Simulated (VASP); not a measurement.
# LiF: single point with HSE06

LiF:

```xyz
2
Lattice="0.0000 2.1446 2.0402 2.1446 0.0000 2.0402 2.1446 2.1446 0.0000" Properties=species:S:1:pos:R:3 pbc="T T T"
Li    0.0000    0.0000    0.0000
F     1.0723    1.0723    1.0201
```

This cell differs from its parent crystal: uniaxial z strain -4.9%.

```yaml
Program: VASP 6.6.1
Task: single point
Functional: HSE06
Potentials_or_basis: VASP PAW PBE potentials, release 64 (Li_sv, F)
Cutoff: 520 eV
k_mesh: 8 × 8 × 8
Occupations: gaussian, width 0.01 eV
Spin: no spin polarisation
```

- Band gap on the k mesh: 10.34 eV

Levels at points of the mesh, in eV from the valence-band top:
```csv
k point,band 1,band 2,band 3,band 4,band 5,band 6,band 7,band 8,band 9,band 10
"(0.00, 0.00, 0.00)",-42.28,-21.04,-0.08,-0.08,0.00,10.34,22.38,22.42,22.42,30.81
"(0.50, 0.00, 0.00)",-42.23,-20.83,-2.26,-0.44,-0.26,14.58,17.80,21.56,22.45,29.33
"(0.50, 0.50, 0.00)",-42.21,-20.72,-1.56,-1.09,-1.09,12.96,18.92,22.39,22.39,25.20
"(0.50, 0.00, 0.50)",-42.21,-20.79,-1.66,-0.92,-0.86,12.91,18.61,22.49,23.28,25.06
```

It took 51 min on 1 thread of Intel(R) Xeon(R) Platinum 8259CL CPU @ 2.50GHz (Skylake/Cascade Lake) (shared host), peak memory 0.26 GiB.

Caveat: the cell differs from its parent crystal (uniaxial z strain -4.9%); the structure was generated, so it needn't be the stable form of LiF. A k mesh can miss the band edges.
